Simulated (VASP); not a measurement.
Set up this calculation in VASP 6.6.1, as the native input.

| Item | Value |
| --- | --- |
| Task | electric field gradients |
| Functional | PBE |
| Potentials or basis | VASP PAW PBE potentials, release 64 (Ru_pv) |
| Cutoff | 520 eV |
| k mesh | 16 × 16 × 16 |
| Occupations | fermi-dirac, width 0.05 eV |
| Spin | no spin polarisation |
| Dipole correction | no |
| Further INCAR settings | ALGO = Normal; EDIFF = 1e-08; NBANDS = 13 |

The structure of Ru lies in POSCAR:

```
Ru
1.0
    0.0000000000      1.9308271640      1.9308271640
    1.9308271640      0.0000000000      1.9308271640
    1.9308271640      1.9308271640      0.0000000000
Ru
1
Direct
    0.0000000000      0.0000000000      0.0000000000
```

This cell differs from its parent crystal: volume scaled by 1.025.

One way to write it, as run:

INCAR

```
PREC = Accurate
ENCUT = 520
EDIFF = 1E-8
ISMEAR = -1
SIGMA = 0.05
LREAL = False
LASPH = True
NELM = 80
ALGO = Normal
ISIF = 2
LWAVE = False
LCHARG = False
GGA = PE
LEFG = True
NBANDS = 13
```

KPOINTS

```
regular mesh
0
Gamma
  16 16 16
```

Potentials or basis: VASP PAW PBE potentials, release 64 (Ru_pv).

Command:

```console
$ cat potpaw_PBE.64/Ru_pv/POTCAR > POTCAR
$ mpirun -np 1 vasp_std > vasp.out
```

It gave:

| Item | Value |
| --- | --- |
| Pressure | -11.2 GPa |
| Band gap on the k mesh | zero (band 7 reaches 13.76 eV, above the bottom of band 8 at 10.49 eV) |

Caveat: without QUAD_EFG the Cq values of the log hold for a quadrupole moment of 1 mb, not for the nuclei.

It took 14 s on 1 thread of Intel(R) Xeon(R) Platinum 8559C (Emerald Rapids), on a shared host, peak memory 0.14 GiB.
